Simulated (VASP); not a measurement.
A run of VASP 6.6.1:

The input INCAR:

```
PREC     = Accurate       # precision mode
ENCUT    = 600            # plane-wave cutoff, eV
EDIFF    = 1E-6           # SCF threshold, eV
ISMEAR   = 0              # smearing method
SIGMA    = 0.1            # smearing width, eV
LREAL    = False          # projectors in reciprocal space
LASPH    = True           # aspherical terms in the spheres
NELM     = 80             # most SCF steps
ALGO     = Normal         # electronic algorithm
ISIF     = 3              # what is computed and relaxed
LWAVE    = False          # write WAVECAR
LCHARG   = False          # write CHGCAR
GGA      = PE             # functional
IBRION   = 2              # ionic algorithm
NSW      = 80             # ionic steps
EDIFFG   = -0.01          # ionic threshold
```

File KPOINTS:

```
Automatic mesh
0
Gamma
  12 12 12
```

The input POSCAR:

```
Ge
1.0
    0.0000000000      3.0168028707      3.0168028707
    3.0168028707      0.0000000000      3.0168028707
    3.0168028707      3.0168028707      0.0000000000
Ge
2
Direct
    0.0000000000      0.0000000000      0.0000000000
    0.2500000000      0.2500000000      0.2500000000
```

Potentials or basis: VASP PAW PBE potentials, release 64 (Ge_d).

Run with:

```bash
$ cat potpaw_PBE.64/Ge_d/POTCAR > POTCAR
$ mpirun -np 1 vasp_std > vasp.out
```

Hardware: 1 thread of AMD EPYC 9R45 96-Core Processor (Zen 5) (shared host).

Task: Estimate the wall time of this run.

Result: Run time: 2.9 min on 1 thread of AMD EPYC 9R45 96-Core Processor (Zen 5), with other jobs on the host, peak memory 0.22 GiB. Counts: scf iterations 42, k points 72, ion steps 6.
